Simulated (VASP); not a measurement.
Input of a VASP 6.6.1 run:

Contents of POSCAR:

```
NbMoO4
1.0
    3.3347169722     -3.3778001151      0.0000000000
    3.3347169722      3.3778001151      0.0000000000
    0.0000000000      0.0000000000      3.1347179179
Nb Mo O
1 1 4
Direct
    0.5000000000      0.5000000000      0.5000000000
    0.0000000000      0.0000000000      0.0000000000
    0.2021759417      0.2021759417      0.5000000000
    0.7978240583      0.7978240583      0.5000000000
    0.6924600221      0.3075399779      0.0000000000
    0.3075399779      0.6924600221      0.0000000000
```

Contents of INCAR.step1:

```
SYSTEM = NbMoO4
PREC = Accurate
ENCUT = 520
ISMEAR = -1
SIGMA = 0.02
LREAL = .FALSE.
LASPH = .TRUE.
NELM = 150
ISPIN = 2
MAGMOM = 0 1 0 0 0 0
LMAXMIX = 4
NBANDS = 38
GGA = PE
ALGO = Normal
EDIFF = 1E-4
LWAVE = .TRUE.
LCHARG = .FALSE.
```

INCAR.step2

```
SYSTEM = NbMoO4
PREC = Accurate
ENCUT = 520
EDIFF = 1E-7
ISMEAR = -1
SIGMA = 0.02
LREAL = .FALSE.
LASPH = .TRUE.
NELM = 150
ALGO = Normal
ISIF = 2
LWAVE = .FALSE.
LCHARG = .FALSE.
ISPIN = 2
MAGMOM = 0 1 0 0 0 0
LORBIT = 11
LMAXMIX = 4
METAGGA = R2SCAN
LMIXTAU = .TRUE.
NBANDS = 38
ISTART = 1
```

Contents of KPOINTS:

```
Automatic mesh
0
G
  5 5 7
  0 0 0
```

Potentials or basis: VASP PAW PBE potentials, release 64 (Nb_sv, Mo_sv, O).

Launch:

```bash
$ cat potpaw_PBE.64/Nb_sv/POTCAR potpaw_PBE.64/Mo_sv/POTCAR potpaw_PBE.64/O/POTCAR > POTCAR
$ cp INCAR.step1 INCAR
$ mpirun -np 1 vasp_std > vasp.out
$ cp INCAR.step2 INCAR
$ mpirun -np 1 vasp_std > vasp.out
```

**Question.** Predict the net moment.

**Answer.** 0.25 μB per cell.

**Question.** What does it give for the pressure?

**Answer.** -1.8 GPa.

**Question.** What does it give for the largest force?

**Answer.** 0.674 eV/Å.

Stress tensor (GPa, compression positive):
```
 0.95  0.00  0.00
 0.00 -2.79  0.00
 0.00  0.00 -3.52
```

Caveat: the PAW data sets were made with another functional, which shifts forces and pressure a little.
